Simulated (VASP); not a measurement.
Write the native input for VASP 6.6.1 that does the following.

```yaml
Task: relaxation of cell and atoms
Functional: PBE
Potentials_or_basis: VASP PAW PBE potentials, release 64 (Si, C)
Cutoff: 600 eV
k_mesh: 12 × 12 × 12
Occupations: gaussian, width 0.1 eV
Spin: no spin polarisation
Dipole_correction: no
Further_INCAR_settings: ALGO = Normal; EDIFF = 1e-07; IBRION = 2; EDIFFG = -0.01; NSW = 100; ISIF = 3
```

The structure of SiC5 lies in POSCAR:

```
SiC5
1.0
    2.3251327572      1.3424160233      4.4582112854
   -2.3251327572      1.3424160233      4.4582112854
    0.0000000000     -2.6848320466      4.4582112854
Si C
1 5
Direct
    0.0000000000      0.0000000000      0.0000000000
    0.3798012307      0.6201987693      0.0000000000
    0.3333727996      0.3333727996      0.3333727996
    0.0000000000      0.3798012307      0.6201987693
    0.6666272004      0.6666272004      0.6666272004
    0.6201987693      0.0000000000      0.3798012307
```

These files were run (other wordings do the same):

INCAR

```
ALGO = Normal
EDIFF = 1E-7
EDIFFG = -0.01
ENCUT = 600
GGA = PE
IBRION = 2
ISIF = 3
ISMEAR = 0
LASPH = True
LCHARG = False
LREAL = False
LWAVE = False
NELM = 80
NSW = 100
PREC = Accurate
SIGMA = 0.1
```

KPOINTS

```
k-points
0
Gamma
  12 12 12
```

Potentials or basis: VASP PAW PBE potentials, release 64 (Si, C).

Launch:

```sh
$ cat potpaw_PBE.64/Si/POTCAR potpaw_PBE.64/C/POTCAR > POTCAR
$ mpirun -np 1 vasp_std > vasp.out
```

It gave:

```
Relaxed volume                        : 13.30 Å³/atom
Relaxed cell                          : a = 5.036 Å, b = 5.036 Å, c = 5.036 Å, α = 54.99°, β = 54.99°, γ = 54.99°
Space group after relaxing (to 0.1 Å) : R32 (No. 155)
Energy gained by relaxing             : 0.3 meV/atom
Ionic steps                           : 20
Pressure after relaxing               : 0.0 GPa
Largest force after relaxing          : 0.004 eV/Å
Band gap on the k mesh                : zero (bands 12 and 13 overlap by 0.18 eV)
```

Caveat: semilocal functionals underestimate gaps, and a narrow one can read as zero.

It took 70 min on 1 thread of Intel(R) Xeon(R) Platinum 8259CL CPU @ 2.50GHz (Skylake/Cascade Lake), with other jobs on the host, peak memory 0.46 GiB.
